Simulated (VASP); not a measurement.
# Ba (Im-3m) in VASP: further runs

Ba is run at these levels: PBE; tasks: single point.

All numbers are computed with VASP 6.6.1; they aren't measurements. Logs are shortened: lines on timing, memory, paths and dates and some standing lists are left out, and cuts for length are marked.

## 1. The cell of the first run

Symmetry: Im-3m, No. 229, cubic system. The conventional cell has a = 5.013 Å, b = 5.013 Å, c = 5.013 Å, α = 90.00°, β = 90.00°, γ = 90.00°. Within 5.7 Å of Ba (site symmetry m-3m) lie 14 Ba at 4.34 to 5.01 Å.

## 2. Single point, PBE, collinear spin, ferromagnetic start

Input file INCAR:

```
SYSTEM = Ba
PREC = Accurate ; ENCUT = 520
EDIFF = 1E-6 ; ISMEAR = 1
SIGMA = 0.05 ; LREAL = .False.
LASPH = .True. ; NELM = 150
ALGO = Normal ; ISIF = 2
LWAVE = .False. ; LCHARG = .True.
ISPIN = 2 ; MAGMOM = 0.5
LORBIT = 11 ; GGA = PE
LELF = .True. ; LVHAR = .True.
NBANDS = 15
```

Input file KPOINTS:

```
regular mesh
0
Gamma
  8 8 8
  0 0 0
```

Input file POSCAR:

```
Ba
1.0
   -2.5065000000      2.5065000000      2.5065000000
    2.5065000000     -2.5065000000      2.5065000000
    2.5065000000      2.5065000000     -2.5065000000
Ba
1
Direct
    0.0000000000      0.0000000000      0.0000000000
```

Potentials or basis: VASP PAW PBE potentials, release 64 (Ba_sv).

Command:

```bash
cat potpaw_PBE.64/Ba_sv/POTCAR > POTCAR
mpirun -np 1 vasp_std > vasp.out
```

OUTCAR:

```text
SYSTEM = Ba
   PREC = Accurate
   ENCUT = 520
   EDIFF = 1E-6
   ISMEAR = 1
   LREAL = .False.
   LASPH = .True.
   NELM = 150
   ISIF = 2
   ISPIN = 2
   LORBIT = 11
   GGA = PE

 ion  position               nearest neighbor table
   1  0.000  0.000  0.000-

  LATTYP: Found a body centered cubic cell.
 ALAT       =     5.0130000000

  Lattice vectors:

 A1 = (  -2.5065000000,   2.5065000000,   2.5065000000)
 A2 = (   2.5065000000,  -2.5065000000,   2.5065000000)
 A3 = (   2.5065000000,   2.5065000000,  -2.5065000000)

Analysis of symmetry for initial positions (statically):
=====================================================================
 Subroutine PRICEL returns:
 Original cell was already a primitive cell.

 Routine SETGRP: Setting up the symmetry group for a
 body centered cubic supercell.

 Subroutine GETGRP returns: Found 48 space group operations
 (whereof 48 operations were pure point group operations)
 out of a pool of 48 trial point group operations.

The static configuration has the point symmetry O_h .

Analysis of symmetry for dynamics (positions and initial velocities):
=====================================================================
 Subroutine PRICEL returns:
 Original cell was already a primitive cell.

 Routine SETGRP: Setting up the symmetry group for a
 body centered cubic supercell.

 Subroutine GETGRP returns: Found 48 space group operations
 (whereof 48 operations were pure point group operations)
 out of a pool of 48 trial point group operations.

The dynamic configuration has the point symmetry O_h .

Analysis of structural, dynamic, and magnetic symmetry:
=====================================================================
 Subroutine PRICEL returns:
 Original cell was already a primitive cell.

 Routine SETGRP: Setting up the symmetry group for a
 body centered cubic supercell.

 Subroutine GETGRP returns: Found 48 space group operations
 (whereof 48 operations were pure point group operations)
 out of a pool of 48 trial point group operations.

The overall configuration has the point symmetry O_h .

 Subroutine INISYM returns: Found 48 space group operations
 (whereof 48 operations are pure point group operations),
 and found     1 'primitive' translations

----------------------------------------------------------------------------------------

                                     Primitive cell

  volume of cell :      62.9888

  direct lattice vectors                    reciprocal lattice vectors
    -2.506500000  2.506500000  2.506500000     0.000000000  0.199481348  0.199481348
     2.506500000 -2.506500000  2.506500000     0.199481348  0.000000000  0.199481348
     2.506500000  2.506500000 -2.506500000     0.199481348  0.199481348  0.000000000

  length of vectors
     4.341385349  4.341385349  4.341385349     0.282109228  0.282109228  0.282109228

  position of ions in fractional coordinates (direct lattice)
     0.000000000  0.000000000  0.000000000

  ion indices of the primitive-cell ions
   primitive index   ion index
                 1           1

----------------------------------------------------------------------------------------

 KPOINTS: regular mesh

Automatic generation of k-mesh.
 Grid dimensions read from file:
 generate k-points for:    8    8    8

 Generating k-lattice:

  Cartesian coordinates                     Fractional coordinates (reciprocal lattice)
     0.000000000  0.024935169  0.024935169     0.125000000  0.000000000  0.000000000
     0.024935169  0.000000000  0.024935169     0.000000000  0.125000000  0.000000000
     0.024935169  0.024935169  0.000000000     0.000000000  0.000000000  0.125000000

  Length of vectors
     0.035263654  0.035263654  0.035263654

  Shift w.r.t. Gamma in fractional coordinates (k-lattice)
     0.000000000  0.000000000  0.000000000

 Subroutine IBZKPT returns following result:
 ===========================================

 Found     29 irreducible k-points:

 Following reciprocal coordinates:
            Coordinates               Weight
  0.000000  0.000000  0.000000      1.000000
  0.125000  0.000000  0.000000     12.000000
  0.250000  0.000000  0.000000     12.000000
  0.375000  0.000000  0.000000     12.000000
  0.500000  0.000000  0.000000      6.000000
  0.125000  0.125000  0.000000     24.000000
[... 16 lines left out ...]
 -0.250000  0.250000  0.250000      6.000000
 -0.375000  0.375000  0.250000     24.000000
 [... further k-points ...]
   k-points           NKPTS =     29   k-points in BZ     NKDIM =     29   number of bands    NBANDS=     15
   number of dos      NEDOS =    301   number of ions     NIONS =      1
   total plane-waves  NPLWV =  32768
   dimension x,y,z NGX =    32 NGY =   32 NGZ =   32
   dimension x,y,z NGXF=    64 NGYF=   64 NGZF=   64
   ions per type =               1
   NGX,Y,Z   is equivalent  to a cutoff of  12.25, 12.25, 12.25 a.u.
   NGXF,Y,Z  is equivalent  to a cutoff of  24.51, 24.51, 24.51 a.u.
 SYSTEM =  Ba
   PREC   = accura    normal or accurate (medium, high low for compatibility)
   ISTART =      0    job   : 0-new  1-cont  2-samecut
   ICHARG =      2    charge: 1-file 2-atom 10-const
   ISPIN  =      2    spin polarized calculation?
   LNONCOLLINEAR =      F non collinear calculations
   LSORBIT =      F    spin-orbit coupling
   LASPH  =      T    aspherical Exc in radial PAW
   ENCUT  =  520.0 eV  38.22 Ry    6.18 a.u.   8.07  8.07  8.07*2*pi/ulx,y,z
   NELM   =    150;   NELMIN=  2; NELMDL= -5     # of ELM steps
   EDIFF  = 0.1E-05   stopping-criterion for ELM
   LREAL  =      F    real-space projection
   EDIFFG = 0.1E-04   stopping-criterion for IOM
   NSW    =      0    number of steps for IOM
   IBRION =     -1    ionic relax: 0-MD 1-quasi-New 2-CG
   NFREE  =      0    steps in history (QN), initial steepest desc. (CG)
   ISIF   =      2    stress and relaxation
   ISYM   =      2    0-nonsym 1-usesym 2-fastsym
   POTIM  = 0.5000    time-step for ionic-motion
   TEBEG  =    0.0;   TEEND  =   0.0 temperature during run
   PSTRESS=    0.0 pullay stress
   NELECT =      10.0000    total number of electrons
   NUPDOWN=      -1.0000    fix difference up-down
   EMIN   =  10.00;   EMAX   =-10.00  energy-range for DOS
   EFERMI =   0.00;   METHOD = LEGACY
   ISMEAR =     1;   SIGMA  =   0.05  broadening in eV -4-tet -1-fermi 0-gaus
   EFERMI_NEDOS =   21; number of points for ismear=-14 and -15
   IALGO  =     38    algorithm
   IMIX   =      4    mixing-type and parameters
     AMIX     =   0.40;   BMIX     =  1.00
     AMIX_MAG =   1.60;   BMIX_MAG =  1.00
  volume/ion in A,a.u.               =      62.99       425.07
  Fermi-wavevector in a.u.,A,eV,Ry     =   0.886449  1.675146 10.691349  0.785792
  Thomas-Fermi vector in A             =   2.007617
   LORBIT       =     11    0 simple, 1 ext, 2 COOP (PROOUT), +10 PAW based schemes
   GGA     = PE    functional components
   LHFCALC =     F    Hartree Fock is set to
   AEXX    =    0.0000 exact exchange contribution
   IVDW    =     0    specifies the selected vdW correction
   LEPSILON=     F    determine dielectric tensor
   LRPA    =     F    only Hartree local field effects (RPA)
 spin polarized calculation
 Methfessel and Paxton  Order N= 1 SIGMA  =   0.05
  energy-cutoff  :      520.00
  volume of cell :       62.99
 maximum number of plane-waves:      1724
   NGX = 17   NGY = 17   NGZ = 17

 number of electron      10.0000000 magnetization       0.5000000

 number of electron       9.9999999 magnetization       0.0147132

 number of electron       9.9999999 magnetization      -0.0146025

 Free energy of the ion-electron system (eV)
  ---------------------------------------------------
  ext. energy  EPLUGINS =         0.00000000
  ---------------------------------------------------
  free energy    TOTEN  =        -1.91189862 eV

  energy without entropy =       -1.91166541  energy(sigma->0) =       -1.91182088

 E-fermi :   1.5728     XC(G=0):  -7.4094

 val. band max:        1.5583229241   @ k =  -0.3750   0.5000   0.2500
 cond. band min:       1.5730445449   @ k =  -0.3750   0.5000   0.2500
 fundamental gap:      0.0147216207
 Fermi energy:         1.5727560861

 spin component 1

 k-point     1 :       0.0000    0.0000    0.0000
  band No.  band energies     occupation
      1     -27.2374      1.00000
      2     -12.1858      1.00000
      3     -12.1858      1.00000
      4     -12.1858      1.00000
      5      -1.0980      1.00000
      6       3.4775      0.00000
      7       3.4775      0.00000
      8       3.4775      0.00000
      9       4.8857      0.00000
     10       4.8857      0.00000
     11       8.5892      0.00000
     12       8.5892      0.00000
     13       8.5892      0.00000
     14      13.9505      0.00000
     15      13.9505      0.00000

 k-point     2 :       0.1250    0.0000    0.0000
  band No.  band energies     occupation
      1     -27.2310      1.00000
      2     -12.2577      1.00000
      3     -12.2080      1.00000
      4     -12.1862      1.00000
      5      -0.8110      1.00000
      6       3.2530      0.00000
      7       3.3252      0.00000
      8       3.7741      0.00000
      9       4.5999      0.00000
     10       4.8733      0.00000
     11       8.8919      0.00000
     12       9.1538      0.00000
     13       9.4856      0.00000
     14      12.0942      0.00000
     15      12.5541      0.00000
[... 365 lines left out ...]
      3     -12.3421      1.00000
      4     -12.3421      1.00000
      5       0.7523      1.00000
      6       2.4046     -0.00000
      7       3.5207      0.00000
      8       3.5207      0.00000
      9       4.5923      0.00000
     10       5.2799      0.00000
     11       8.6290      0.00000
     12      11.1780      0.00000
     13      11.1780      0.00000
     14      11.5977      0.00000
     15      12.8658      0.00000

 k-point    24 :      -0.3750    0.3750    0.2500
  band No.  band energies     occupation
      1     -27.1835      1.00000
      2     -12.5283      1.00000
      3     -12.3980      1.00000
      4     -12.3560      1.00000
      5       1.3047      1.00000
      6       1.8846     -0.00000
      7       3.5252      0.00000
      8       3.7500      0.00000
      9       5.2004      0.00000
     10       5.6044      0.00000
     11       8.7828      0.00000
     12       9.7637      0.00000
     13      10.1168      0.00000
     14      11.8842      0.00000
     15      13.7172      0.00000

 [... further k-points ...]

 spin component 2

 k-point     1 :       0.0000    0.0000    0.0000
  band No.  band energies     occupation
      1     -27.2388      1.00000
      2     -12.1886      1.00000
      3     -12.1886      1.00000
      4     -12.1886      1.00000
      5      -1.1094      1.00000
      6       3.4775      0.00000
      7       3.4775      0.00000
      8       3.4775      0.00000
      9       4.8721      0.00000
     10       4.8721      0.00000
     11       8.5763      0.00000
     12       8.5763      0.00000
     13       8.5763      0.00000
     14      13.9322      0.00000
     15      13.9322      0.00000

 k-point     2 :       0.1250    0.0000    0.0000
  band No.  band energies     occupation
      1     -27.2325      1.00000
      2     -12.2606      1.00000
      3     -12.2108      1.00000
      4     -12.1891      1.00000
      5      -0.8224      1.00000
      6       3.2523      0.00000
      7       3.3233      0.00000
      8       3.7741      0.00000
      9       4.5875      0.00000
     10       4.8601      0.00000
     11       8.8793      0.00000
     12       9.1416      0.00000
     13       9.4739      0.00000
     14      12.0776      0.00000
     15      12.5407      0.00000
[... 365 lines left out ...]
      3     -12.3448      1.00000
      4     -12.3448      1.00000
      5       0.7400      1.00000
      6       2.3898     -0.00000
      7       3.5178      0.00000
      8       3.5178      0.00000
      9       4.5919      0.00000
     10       5.2724      0.00000
     11       8.6094      0.00000
     12      11.1711      0.00000
     13      11.1711      0.00000
     14      11.5868      0.00000
     15      12.8579      0.00000

 k-point    24 :      -0.3750    0.3750    0.2500
  band No.  band energies     occupation
      1     -27.1850      1.00000
      2     -12.5312      1.00000
      3     -12.4007      1.00000
      4     -12.3588      1.00000
      5       1.2916      1.00000
      6       1.8700     -0.00000
      7       3.5222      0.00000
      8       3.7445      0.00000
      9       5.1939      0.00000
     10       5.6033      0.00000
     11       8.7713      0.00000
     12       9.7598      0.00000
     13      10.1058      0.00000
     14      11.8725      0.00000
     15      13.7074      0.00000

 [... further k-points ...]
[... 5 lines left out ...]
  --------------------------------------------------------------------------------------
  -------------------------------------------------------------------------------------
  Total        0.0258308      0.0258308      0.0258308      0.0000000      0.0000000     -0.0000000
  in kB        0.6570313      0.6570313      0.6570313      0.0000000      0.0000000     -0.0000000
  external PRESSURE =       0.6570313 kB  Pullay stress =       0.0000000 kB

 VOLUME and BASIS-vectors are now :
 -----------------------------------------------------------------------------
  energy-cutoff  :      520.00
  volume of cell :       62.99
      direct lattice vectors                 reciprocal lattice vectors
    -2.506500000  2.506500000  2.506500000     0.000000000  0.199481348  0.199481348
     2.506500000 -2.506500000  2.506500000     0.199481348  0.000000000  0.199481348
     2.506500000  2.506500000 -2.506500000     0.199481348  0.199481348  0.000000000

 POSITION                                       TOTAL-FORCE (eV/Angst)
 -----------------------------------------------------------------------------------
      0.00000      0.00000      0.00000         0.000000      0.000000     -0.000000
 -----------------------------------------------------------------------------------
    total drift:                               -0.000000      0.000000      0.000000

  FREE ENERGIE OF THE ION-ELECTRON SYSTEM (eV)
  ---------------------------------------------------
  free  energy   TOTEN  =        -1.9118986173 eV

  energy  without entropy=       -1.9116654149  energy(sigma->0) =       -1.91182088

 total charge

# of ion       s       p       d       tot
------------------------------------------
    1        2.069   5.550   0.275   7.893

 magnetization (x)

# of ion       s       p       d       tot
------------------------------------------
    1        0.000  -0.000  -0.004  -0.004
```

Run time: 23 s. Hardware: 1 thread of Intel Xeon Platinum 8488C (Sapphire Rapids), shared host; peak memory 0.22 GiB.

Results:

```
Free energy                                           : -1.9119 eV
Pressure                                              : 0.1 GPa
Band gap on the k mesh                                : zero (filled and empty bands overlap)
Net moment                                            : -0.01 μB per cell
Valence electrons inside the program's atomic spheres : Ba 7.89
```

Caveat: spin-orbit coupling is left out, which moves the levels of the heavy elements.

(Continued in part 2 of 2.)
